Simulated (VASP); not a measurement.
# TaC (Fm-3m) in VASP: further runs

TaC is run at these levels: r2SCAN; tasks: single point.

Everything below comes from runs of VASP 6.6.1. Logs are shortened: lines on timing, memory, paths and dates and some standing lists are left out, and cuts for length are marked.

## (1) The cell of the first run

Symmetry: Fm-3m, No. 225, cubic system. The conventional cell has a = 4.454 Å, b = 4.454 Å, c = 4.454 Å, α = 90.00°, β = 90.00°, γ = 90.00°. Within 2.9 Å of Ta (site symmetry m-3m) lie 6 C at 2.23 Å. Within 2.9 Å of C (site symmetry m-3m) lie 6 Ta at 2.23 Å.

## (2) Single point, r2SCAN

File POSCAR:

```
TaC
1.0
    0.0000000000      2.2270000000      2.2270000000
    2.2270000000      0.0000000000      2.2270000000
    2.2270000000      2.2270000000      0.0000000000
Ta C
1 1
Direct
    0.0000000000      0.0000000000      0.0000000000
    0.5000000000      0.5000000000      0.5000000000
```

File INCAR.step1:

```
SYSTEM = TaC
ALGO = Normal
EDIFF = 1E-5
ENCUT = 770
GGA = PE
GGA_COMPAT = .FALSE.
ISMEAR = 0
LASPH = .TRUE.
LCHARG = .FALSE.
LREAL = .FALSE.
LWAVE = .TRUE.
NBANDS = 16
NELM = 120
PREC = Accurate
SIGMA = 0.15
```

File INCAR.step2:

```
SYSTEM = TaC
ALGO = Normal
EDIFF = 1E-6
ENCUT = 770
GGA_COMPAT = .FALSE.
ISIF = 2
ISMEAR = 0
ISTART = 1
LASPH = .TRUE.
LCHARG = .FALSE.
LMIXTAU = .TRUE.
LREAL = .FALSE.
LWAVE = .FALSE.
METAGGA = R2SCAN
NBANDS = 16
NELM = 120
PREC = Accurate
SIGMA = 0.15
```

File KPOINTS:

```
k-points
0
G
  18 18 18
  0 0 0
```

Potentials or basis: VASP PAW PBE potentials, release 64 (Ta_sv_GW, C).

Launch:

```
$ cat potpaw_PBE.64/Ta_sv_GW/POTCAR potpaw_PBE.64/C/POTCAR > POTCAR
$ cp INCAR.step1 INCAR
$ mpirun -np 1 vasp_std > vasp.out
$ cp INCAR.step2 INCAR
$ mpirun -np 1 vasp_std > vasp.out
```

OUTCAR:

```text
SYSTEM = TaC
   EDIFF = 1E-6
   ENCUT = 770
   ISIF = 2
   ISMEAR = 0
   ISTART = 1
   LASPH = .TRUE.
   LREAL = .FALSE.
   METAGGA = R2SCAN
   NELM = 120
   PREC = Accurate

 ion  position               nearest neighbor table
   1  0.000  0.000  0.000-   2 2.23   2 2.23   2 2.23   2 2.23   2 2.23   2 2.23
   2  0.500  0.500  0.500-   1 2.23   1 2.23   1 2.23   1 2.23   1 2.23   1 2.23

  LATTYP: Found a face centered cubic cell.
 ALAT       =     4.4540000000

  Lattice vectors:

 A1 = (   0.0000000000,   2.2270000000,   2.2270000000)
 A2 = (   2.2270000000,   0.0000000000,   2.2270000000)
 A3 = (   2.2270000000,   2.2270000000,   0.0000000000)

Analysis of symmetry for initial positions (statically):
=====================================================================
 Subroutine PRICEL returns:
 Original cell was already a primitive cell.

 Routine SETGRP: Setting up the symmetry group for a
 face centered cubic supercell.

 Subroutine GETGRP returns: Found 48 space group operations
 (whereof 48 operations were pure point group operations)
 out of a pool of 48 trial point group operations.

The static configuration has the point symmetry O_h .

Analysis of symmetry for dynamics (positions and initial velocities):
=====================================================================
 Subroutine PRICEL returns:
 Original cell was already a primitive cell.

 Routine SETGRP: Setting up the symmetry group for a
 face centered cubic supercell.

 Subroutine GETGRP returns: Found 48 space group operations
 (whereof 48 operations were pure point group operations)
 out of a pool of 48 trial point group operations.

The dynamic configuration has the point symmetry O_h .

 Subroutine INISYM returns: Found 48 space group operations
 (whereof 48 operations are pure point group operations),
 and found     1 'primitive' translations

----------------------------------------------------------------------------------------

                                     Primitive cell

  volume of cell :      22.0897

  direct lattice vectors                    reciprocal lattice vectors
     0.000000000  2.227000000  2.227000000    -0.224517288  0.224517288  0.224517288
     2.227000000  0.000000000  2.227000000     0.224517288 -0.224517288  0.224517288
     2.227000000  2.227000000  0.000000000     0.224517288  0.224517288 -0.224517288

  length of vectors
     3.149453603  3.149453603  3.149453603     0.388875350  0.388875350  0.388875350

  position of ions in fractional coordinates (direct lattice)
     0.000000000  0.000000000  0.000000000
     0.500000000  0.500000000  0.500000000

[... 79 lines left out ...]
   NSW    =      0    number of steps for IOM
   IBRION =     -1    ionic relax: 0-MD 1-quasi-New 2-CG
   NFREE  =      0    steps in history (QN), initial steepest desc. (CG)
   ISIF   =      2    stress and relaxation
   ISYM   =      2    0-nonsym 1-usesym 2-fastsym
   POTIM  = 0.5000    time-step for ionic-motion
   TEBEG  =    0.0;   TEEND  =   0.0 temperature during run
   PSTRESS=    0.0 pullay stress
   NELECT =      17.0000    total number of electrons
   NUPDOWN=      -1.0000    fix difference up-down
   EMIN   =  10.00;   EMAX   =-10.00  energy-range for DOS
   EFERMI =   0.00;   METHOD = LEGACY
   ISMEAR =     0;   SIGMA  =   0.15  broadening in eV -4-tet -1-fermi 0-gaus
   EFERMI_NEDOS =   21; number of points for ismear=-14 and -15
   IALGO  =     38    algorithm
   IMIX   =      4    mixing-type and parameters
     AMIX     =   0.40;   BMIX     =  1.00
     AMIX_MAG =   1.60;   BMIX_MAG =  1.00
  volume/ion in A,a.u.               =      11.04        74.53
  Fermi-wavevector in a.u.,A,eV,Ry     =   1.500241  2.835044 30.622931  2.250722
  Thomas-Fermi vector in A             =   2.611767
   LORBIT       =      0    0 simple, 1 ext, 2 COOP (PROOUT), +10 PAW based schemes
   METAGGA = R2SCAN    functional components
   LHFCALC =     F    Hartree Fock is set to
   AEXX    =    0.0000 exact exchange contribution
   IVDW    =     0    specifies the selected vdW correction
   LEPSILON=     F    determine dielectric tensor
   LRPA    =     F    only Hartree local field effects (RPA)
 non-spin polarized calculation
 Gauss-broadening in eV      SIGMA  =   0.15
  energy-cutoff  :      770.00
  volume of cell :       22.09
 maximum number of plane-waves:      1090
 NGX is ok and might be reduce to    30
   NGX = 15   NGY = 15   NGZ = 15

 number of electron      17.0000000 magnetization

 Free energy of the ion-electron system (eV)
  ---------------------------------------------------
  ext. energy  EPLUGINS =         0.00000000
  ---------------------------------------------------
  free energy    TOTEN  =       -62.41526158 eV

  energy without entropy =      -62.40592222  energy(sigma->0) =      -62.41059190

 E-fermi :  12.5477     XC(G=0): -14.5359

 val. band max:       12.5434401751   @ k =  -0.3889   0.4444   0.1667
 cond. band min:      12.5517905312   @ k =   0.4444   0.2222   0.1111
 fundamental gap:      0.0083503561
 Fermi energy:        12.5476844085

 k-point     1 :       0.0000    0.0000    0.0000
  band No.  band energies     occupation
      1     -58.4081      2.00000
      2     -23.8825      2.00000
      3     -23.8825      2.00000
      4     -23.8825      2.00000
      5      -3.1847      2.00000
      6      11.2000      2.00000
[... 433 lines left out ...]
      3     -23.9448      2.00000
      4     -23.9087      2.00000
      5      -1.5897      2.00000
      6       7.0807      2.00000
[... 8 lines left out ...]
     15      25.9772      0.00000
     16      29.7262      0.00000

 [... further k-points ...]

------------------------ aborting loop because EDIFF is reached ----------------------------------------

  FORCE on cell =-STRESS in cart. coord.  units (eV):
  Direction    XX          YY          ZZ          XY          YZ          ZX
  --------------------------------------------------------------------------------------
  -------------------------------------------------------------------------------------
  Total        0.2429704      0.2429704      0.2429704      0.0000000     -0.0000000      0.0000000
  in kB       17.6227355     17.6227355     17.6227355      0.0000000     -0.0000000      0.0000000
  external PRESSURE =      17.6227355 kB  Pullay stress =       0.0000000 kB

 VOLUME and BASIS-vectors are now :
 -----------------------------------------------------------------------------
  energy-cutoff  :      770.00
  volume of cell :       22.09
      direct lattice vectors                 reciprocal lattice vectors
     0.000000000  2.227000000  2.227000000    -0.224517288  0.224517288  0.224517288
     2.227000000  0.000000000  2.227000000     0.224517288 -0.224517288  0.224517288
     2.227000000  2.227000000  0.000000000     0.224517288  0.224517288 -0.224517288

 POSITION                                       TOTAL-FORCE (eV/Angst)
 -----------------------------------------------------------------------------------
      0.00000      0.00000      0.00000         0.000000     -0.000000     -0.000000
      2.22700      2.22700      2.22700        -0.000000      0.000000      0.000000
 -----------------------------------------------------------------------------------
    total drift:                               -0.000000      0.000000      0.000000

  FREE ENERGIE OF THE ION-ELECTRON SYSTEM (eV)
  ---------------------------------------------------
  free  energy   TOTEN  =       -62.4152615800 eV

  energy  without entropy=      -62.4059222250  energy(sigma->0) =      -62.41059190
```

It took 9.4 min on 1 thread of Intel Xeon Platinum 8375C at 2.90GHz (Ice Lake), shared host; peak memory 0.29 GiB.

Results:

* Free energy: -62.4153 eV
* Pressure: 1.8 GPa
* Band gap on the k mesh: zero (an odd number of electrons rules out a gap without spin polarisation)

Caveat: the PAW data sets were made with another functional, which shifts forces and pressure a little; spin-orbit coupling is left out, which moves the levels of the heavy elements; an odd number of electrons without spin polarisation forces a metal; a magnetic or distorted state may lie lower.

(Continued in part 2 of 2.)
